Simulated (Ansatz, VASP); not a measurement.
TaN in VASP and in Ansatz

```
Ta N
1.0
     2.63512    0.00000    0.00000
     0.00000    2.63512    0.00000
     0.00000    0.00000    2.63512
Ta N
1 1
Cartesian
  0.0000 0.0000 0.0000
  1.3176 1.3176 1.3176
```

Change from the starting cell: volume scaled by 0.88, PAW files.

Alike in both runs: task single point; functional PBE; k mesh 14 × 14 × 14; occupations fermi-dirac, width 0.05 eV; no spin polarisation.

|  | VASP | Ansatz |
| --- | --- | --- |
| version | VASP 6.6.1 | Ansatz 0.2.0 |
| potentials or method | VASP PAW PBE potentials, release 64 (Ta_pv, N) | PAW with Ansatz's default frozen-core files, scalar-relativistic |
| plane-wave cutoff (eV) | 520 | 420 |
| valence electrons in the cell | 16 | 18 |

|  | VASP | Ansatz | Ansatz less VASP |
| --- | --- | --- | --- |
| pressure (GPa) | 54.7 | 53.1 | -1.53 |

Both programs put the cell under a high pressure, so it lies far from rest at this level. The functional is the same, so the differences come from potentials, cutoffs and numerics. VASP's potentials hold 16 valence electrons a cell and Ansatz's 18, so a difference there can come from the potentials and not from the codes.

Neither program's run includes spin-orbit coupling.
